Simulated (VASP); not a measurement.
Input of a VASP 6.6.1 run:

INCAR

```
PREC = Accurate
ENCUT = 600
EDIFF = 1E-6
ISMEAR = -1
SIGMA = 0.05
LREAL = False
LASPH = True
NELM = 100
ALGO = Normal
ISIF = 3
LWAVE = False
LCHARG = False
GGA = CA
IBRION = 2
NSW = 60
EDIFFG = -0.005
```

File KPOINTS:

```
regular mesh
0
Gamma
  13 13 13
```

POSCAR

```
I
1.0
    3.3237949540      0.0000000000      0.0000000000
    0.0000000000      3.3237949540      0.0000000000
    0.0000000000      0.0000000000      3.3237949540
I
1
Direct
    0.0000000000      0.0000000000      0.0000000000
```

Potentials or basis: VASP PAW LDA potentials, release 64 (I).

Command:

```bash
$ cat potpaw_LDA.64/I/POTCAR > POTCAR
$ mpirun -np 1 vasp_std > vasp.out
```

(1) Estimate the relaxed cell.

(2) Predict the band gap on the k mesh.

Answers

(1) a = 3.345 Å, b = 3.345 Å, c = 3.345 Å, α = 90.00°, β = 90.00°, γ = 90.00°.

(2) zero (an odd number of electrons rules out a gap without spin polarisation).

Caveat: spin-orbit coupling is left out, which moves the levels of the heavy elements; an odd number of electrons without spin polarisation forces a metal; a magnetic or distorted state may lie lower.
